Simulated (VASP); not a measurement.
# IrO2 (P4_2/mnm) in VASP: notebook

Runs on IrO2. Level: PBE. Tasks: electric field gradients.

Everything below comes from runs of VASP 6.6.1. Logs are shortened: lines on timing, memory, paths and dates and some standing lists are left out, and cuts for length are marked.

### Step 1. The cell of the first run

The structure is tetragonal, space group P4_2/mnm (No. 136). Conventional cell: a = 4.499 Å, b = 4.499 Å, c = 3.146 Å, α = 90.00°, β = 90.00°, γ = 90.00°. Ir (site symmetry mmm) has 6 O at 1.98 Å within 2.6 Å. O (site symmetry m2m) has 3 Ir at 1.98 Å and 1 O at 2.41 Å within 2.6 Å.

### Step 2. Electric field gradients, PBE, collinear spin

The input, INCAR:

```
SYSTEM = IrO2
PREC = Accurate ; ENCUT = 520
EDIFF = 1E-8 ; ISMEAR = -1
SIGMA = 0.02 ; LREAL = .False.
LASPH = .True. ; NELM = 200
ALGO = Normal ; ISIF = 2
LWAVE = .False. ; LCHARG = .False.
ISPIN = 2 ; MAGMOM = 1 1 0 0 0 0
LORBIT = 11 ; LMAXMIX = 4
GGA = PE ; LEFG = .True.
NBANDS = 34 ; GGA_COMPAT = .False.
```

The input, KPOINTS:

```
regular mesh
0
Gamma
  7 7 10
  0 0 0
```

The input, POSCAR:

```
IrO2
1.0
    4.4990000000      0.0000000000      0.0000000000
    0.0000000000      4.4990000000      0.0000000000
    0.0000000000      0.0000000000      3.1460000000
Ir O
2 4
Direct
    0.0000000000      0.0000000000      0.0000000000
    0.5000000000      0.5000000000      0.5000000000
    0.3110000000      0.3110000000      0.0000000000
    0.1890000000      0.8110000000      0.5000000000
    0.6890000000      0.6890000000      0.0000000000
    0.8110000000      0.1890000000      0.5000000000
```

Potentials or basis: VASP PAW PBE potentials, release 64 (Ir, O).

Started as:

```console
$ cat potpaw_PBE.64/Ir/POTCAR potpaw_PBE.64/O/POTCAR > POTCAR
$ mpirun -np 1 vasp_std > vasp.out
```

OUTCAR:

```text
SYSTEM = IrO2
   PREC = Accurate
   ENCUT = 520
   EDIFF = 1E-8
   ISMEAR = -1
   LREAL = .False.
   LASPH = .True.
   NELM = 200
   ISIF = 2
   ISPIN = 2
   LORBIT = 11
   GGA = PE

 ion  position               nearest neighbor table
   1  0.000  0.000  0.000-   3 1.98   5 1.98   4 1.98   6 1.98   4 1.98   6 1.98
   2  0.500  0.500  0.500-   4 1.98   6 1.98   5 1.98   3 1.98   3 1.98   5 1.98
   3  0.311  0.311  0.000-   1 1.98   2 1.98   2 1.98
   4  0.189  0.811  0.500-   2 1.98   1 1.98   1 1.98
   5  0.689  0.689  0.000-   1 1.98   2 1.98   2 1.98
   6  0.811  0.189  0.500-   2 1.98   1 1.98   1 1.98

  LATTYP: Found a simple tetragonal cell.
 ALAT       =     4.4990000000
 C/A-ratio  =     0.6992665037

  Lattice vectors:

 A1 = (   4.4990000000,   0.0000000000,   0.0000000000)
 A2 = (   0.0000000000,   4.4990000000,   0.0000000000)
 A3 = (   0.0000000000,   0.0000000000,   3.1460000000)

Analysis of symmetry for initial positions (statically):
=====================================================================
 Subroutine PRICEL returns:
 Original cell was already a primitive cell.

 Routine SETGRP: Setting up the symmetry group for a
 simple tetragonal supercell.

 Subroutine GETGRP returns: Found 16 space group operations
 (whereof  8 operations were pure point group operations)
 out of a pool of 16 trial point group operations.

The static configuration has the point symmetry D_2h.
 The point group associated with its full space group is D_4h.

Analysis of symmetry for dynamics (positions and initial velocities):
=====================================================================
 Subroutine PRICEL returns:
 Original cell was already a primitive cell.

 Routine SETGRP: Setting up the symmetry group for a
 simple tetragonal supercell.

 Subroutine GETGRP returns: Found 16 space group operations
 (whereof  8 operations were pure point group operations)
 out of a pool of 16 trial point group operations.

The dynamic configuration has the point symmetry D_2h.
 The point group associated with its full space group is D_4h.

Analysis of structural, dynamic, and magnetic symmetry:
=====================================================================
 Subroutine PRICEL returns:
 Original cell was already a primitive cell.

 Routine SETGRP: Setting up the symmetry group for a
 simple tetragonal supercell.

 Subroutine GETGRP returns: Found 16 space group operations
 (whereof  8 operations were pure point group operations)
 out of a pool of 16 trial point group operations.

The overall configuration has the point symmetry D_2h.
 The point group associated with its full space group is D_4h.

 Subroutine INISYM returns: Found 16 space group operations
 (whereof  8 operations are pure point group operations),
 and found     1 'primitive' translations

----------------------------------------------------------------------------------------

                                     Primitive cell

  volume of cell :      63.6782

  direct lattice vectors                    reciprocal lattice vectors
     4.499000000  0.000000000  0.000000000     0.222271616  0.000000000  0.000000000
     0.000000000  4.499000000  0.000000000     0.000000000  0.222271616  0.000000000
     0.000000000  0.000000000  3.146000000     0.000000000  0.000000000  0.317863954

  length of vectors
     4.499000000  4.499000000  3.146000000     0.222271616  0.222271616  0.317863954

  position of ions in fractional coordinates (direct lattice)
     0.000000000  0.000000000  0.000000000
     0.500000000  0.500000000  0.500000000
     0.311000000  0.311000000  0.000000000
     0.189000000  0.811000000  0.500000000
     0.689000000  0.689000000  0.000000000
     0.811000000  0.189000000  0.500000000

  ion indices of the primitive-cell ions
   primitive index   ion index
                 1           1
                 2           2
                 3           3
                 4           4
[... 102 lines left out ...]
   IVDW    =     0    specifies the selected vdW correction
   LEPSILON=     F    determine dielectric tensor
   LRPA    =     F    only Hartree local field effects (RPA)
 spin polarized calculation
  energy-cutoff  :      520.00
  volume of cell :       63.68
 maximum number of plane-waves:      1740
 NGX is ok and might be reduce to    36
   NGX = 17   NGY = 17   NGZ = 11

 number of electron      42.0000009 magnetization       0.0000737

 number of electron      42.0000009 magnetization      -0.0000075

 Free energy of the ion-electron system (eV)
  ---------------------------------------------------
  ext. energy  EPLUGINS =         0.00000000
  ---------------------------------------------------
  free energy    TOTEN  =       -42.17308015 eV

  energy without entropy =      -42.17013871  energy(sigma->0) =      -42.17160943

 E-fermi :   6.2784     XC(G=0): -12.0305

 val. band max:        6.2751361032   @ k =   0.4286   0.4286   0.1000
 cond. band min:       6.3047646470   @ k =   0.1429   0.1429   0.5000
 fundamental gap:      0.0296285437
 Fermi energy:         6.2783590113

 spin component 1

 k-point     1 :       0.0000    0.0000    0.0000
  band No.  band energies     occupation
      1     -15.0461      1.00000
      2     -13.8565      1.00000
      3     -12.7059      1.00000
      4     -12.7059      1.00000
      5      -3.6207      1.00000
      6      -3.3939      1.00000
[... 853 lines left out ...]
     32      19.9186      0.00000
     33      20.4260      0.00000

 [... further k-points ...]

 spin component 2

 k-point     1 :       0.0000    0.0000    0.0000
  band No.  band energies     occupation
      1     -15.0461      1.00000
      2     -13.8565      1.00000
      3     -12.7059      1.00000
      4     -12.7059      1.00000
      5      -3.6207      1.00000
      6      -3.3939      1.00000
[... 853 lines left out ...]
     32      19.9186      0.00000
     33      20.4260      0.00000

 [... further k-points ...]

 [bands above 33 left out]

------------------------ aborting loop because EDIFF is reached ----------------------------------------

  FORCE on cell =-STRESS in cart. coord.  units (eV):
  Direction    XX          YY          ZZ          XY          YZ          ZX
  --------------------------------------------------------------------------------------
  -------------------------------------------------------------------------------------
  Total        2.9174189      2.9174189      6.5505984      0.0000000      0.0000000      0.0000000
  in kB       73.4038213     73.4038213    164.8165639      0.0000000      0.0000000      0.0000000
  external PRESSURE =     103.8747355 kB  Pullay stress =       0.0000000 kB

 VOLUME and BASIS-vectors are now :
 -----------------------------------------------------------------------------
  energy-cutoff  :      520.00
  volume of cell :       63.68
      direct lattice vectors                 reciprocal lattice vectors
     4.499000000  0.000000000  0.000000000     0.222271616  0.000000000  0.000000000
     0.000000000  4.499000000  0.000000000     0.000000000  0.222271616  0.000000000
     0.000000000  0.000000000  3.146000000     0.000000000  0.000000000  0.317863954

 POSITION                                       TOTAL-FORCE (eV/Angst)
 -----------------------------------------------------------------------------------
      0.00000      0.00000      0.00000        -0.000000      0.000000      0.000000
      2.24950      2.24950      1.57300        -0.000000      0.000000      0.000000
      1.39919      1.39919      0.00000        -0.467714     -0.467714      0.000000
      0.85031      3.64869      1.57300         0.467714     -0.467714      0.000000
      3.09981      3.09981      0.00000         0.467714      0.467714     -0.000000
      3.64869      0.85031      1.57300        -0.467714      0.467714     -0.000000
 -----------------------------------------------------------------------------------
    total drift:                                0.000000      0.000000     -0.000000

  FREE ENERGIE OF THE ION-ELECTRON SYSTEM (eV)
  ---------------------------------------------------
  free  energy   TOTEN  =       -42.1730801519 eV

  energy  without entropy=      -42.1701387103  energy(sigma->0) =      -42.17160943

 Electric field gradients (V/A^2)
---------------------------------------------------------------------
 ion       V_xx      V_yy      V_zz      V_xy      V_xz      V_yz
---------------------------------------------------------------------
   1     121.770   121.770  -243.539   -54.869     0.000     0.000
   2     121.770   121.770  -243.539    54.869     0.000    -0.000
   3     -19.496   -19.496    38.991    76.859     0.000     0.000
   4     -19.496   -19.496    38.991   -76.859     0.000     0.000
   5     -19.496   -19.496    38.991    76.859     0.000    -0.000
   6     -19.496   -19.496    38.991   -76.859    -0.000    -0.000
---------------------------------------------------------------------

 Electric field gradients after diagonalization (V/A^2)
 (convention: |V_zz| > |V_xx| > |V_yy|)
----------------------------------------------------------------------
 ion       V_xx      V_yy      V_zz     asymmetry (V_yy - V_xx)/ V_zz
----------------------------------------------------------------------
   1     176.639    66.901  -243.539       0.451
   2     176.639    66.901  -243.539       0.451
   3      57.363    38.991   -96.355       0.191
   4      57.363    38.991   -96.355       0.191
   5      57.363    38.991   -96.355       0.191
   6      57.363    38.991   -96.355       0.191
----------------------------------------------------------------------

           NMR quadrupolar parameters

 Cq : quadrupolar parameter    Cq=e*Q*V_zz/h
 eta: asymmetry parameters     (V_yy - V_xx)/ V_zz
 Q  : nuclear electric quadrupole moment in mb (millibarn)
----------------------------------------------------------------------
 ion       Cq(MHz)       eta       Q (mb)
----------------------------------------------------------------------
   1      -0.589       0.451       1.000
   2      -0.589       0.451       1.000
   3      -0.233       0.191       1.000
   4      -0.233       0.191       1.000
   5      -0.233       0.191       1.000
   6      -0.233       0.191       1.000
----------------------------------------------------------------------

 total charge

# of ion       s       p       d       tot
------------------------------------------
    1        0.631   0.846   6.898   8.375
    2        0.631   0.846   6.898   8.375
    3        1.554   3.464   0.000   5.018
    4        1.554   3.464   0.000   5.018
    5        1.554   3.464   0.000   5.018
    6        1.554   3.464   0.000   5.018
--------------------------------------------------
tot          7.479  15.549  13.796  36.824

 magnetization (x)

# of ion       s       p       d       tot
------------------------------------------
    1        0.000   0.000  -0.000  -0.000
    2        0.000   0.000  -0.000  -0.000
    3       -0.000  -0.000   0.000  -0.000
    4       -0.000  -0.000   0.000  -0.000
    5       -0.000  -0.000   0.000  -0.000
    6       -0.000  -0.000   0.000  -0.000
--------------------------------------------------
tot         -0.000  -0.000  -0.000  -0.000
```

Run time: 5.5 min. Hardware: 1 thread of Intel Xeon 8259CL, shared host; peak memory 0.32 GiB.

Results:

| Property | Result |
| --- | --- |
| Free energy | -42.1731 eV |
| Pressure | 10.4 GPa |
| Largest force | 0.661 eV/Å |
| Band gap on the k mesh | zero (filled and empty bands overlap) |
| Net moment | 0.00 μB per cell |
| Largest electric field gradient by atom | Ir -243.5; O -96.4 V/Å² |
| Valence electrons inside the program's atomic spheres | Ir 8.38; O 5.02 |

Forces on the atoms (eV/Å):
```
Ir   0.000  0.000  0.000
Ir   0.000  0.000  0.000
O   -0.468 -0.468  0.000
O    0.468 -0.468  0.000
O    0.468  0.468  0.000
O   -0.468  0.468  0.000
```

Electric field gradients, principal values (V/Å²):
| atom | least | middle | greatest (by size) |
| --- | --- | --- | --- |
| 1 Ir | 66.901 | 176.639 | -243.539 |
| 2 Ir | 66.901 | 176.639 | -243.539 |
| 3 O | 38.991 | 57.363 | -96.355 |
| 4 O | 38.991 | 57.363 | -96.355 |
| 5 O | 38.991 | 57.363 | -96.355 |
| 6 O | 38.991 | 57.363 | -96.355 |

Caveat: the cell stands under pressure; without QUAD_EFG the Cq values of the log hold for a quadrupole moment of 1 mb, not for the nuclei; spin-orbit coupling is left out, which moves the levels of the heavy elements.

(Part 1 of 2 ends here.)
